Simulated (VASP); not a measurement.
A run of VASP 6.6.1 is set up as follows.

File INCAR:

```
PREC     = Accurate       # precision mode
ENCUT    = 520            # plane-wave cutoff, eV
EDIFF    = 1E-6           # SCF threshold, eV
ISMEAR   = 0              # smearing method
SIGMA    = 0.05           # smearing width, eV
LREAL    = False          # projectors in reciprocal space
LASPH    = True           # aspherical terms in the spheres
NELM     = 80             # most SCF steps
ALGO     = Normal         # electronic algorithm
ISIF     = 2              # what is computed and relaxed
LWAVE    = False          # write WAVECAR
LCHARG   = True           # write CHGCAR
GGA      = PE             # functional
IVDW     = 12             # dispersion correction
LELF     = True           # ELF
LVHAR    = True         
NBANDS   = 26             # bands
```

The input KPOINTS:

```
Automatic mesh
0
Gamma
  10 10 2
```

The input POSCAR:

```
BN
1.0
   -2.5039917043      0.0000000000      0.0000000000
   -1.2519958521     -2.1685204268      0.0000000000
    0.0000000000      0.0000000000     13.5724000000
B N
4 4
Direct
    0.3333333333      0.3333333333      0.8588827326
    0.3333333333      0.3333333333      0.3680925997
    0.6666666667      0.6666666667      0.1226975332
    0.6666666667      0.6666666667      0.6134876661
    0.3333333333      0.3333333333      0.1226975332
    0.3333333333      0.3333333333      0.6134876661
    0.6666666667      0.6666666667      0.8588827326
    0.6666666667      0.6666666667      0.3680925997
```

Potentials or basis: VASP PAW PBE potentials, release 64 (B, N).

Command:

```console
$ cat potpaw_PBE.64/B/POTCAR potpaw_PBE.64/N/POTCAR > POTCAR
$ mpirun -np 1 vasp_std > vasp.out
```

Problem. Estimate the band gap on the k mesh.

Solution. 4.27 eV.

Problem. Predict the largest force.

Solution. 0.032 eV/Å.

Problem. Estimate the pressure.

Solution. 0.6 GPa.

Stress tensor (GPa, compression positive):
```
 1.25  0.00  0.00
 0.00  1.25  0.00
 0.00  0.00 -0.66
```

Caveat: the cell differs from its parent crystal (the distance across one plane changed). A k mesh can miss the band edges.
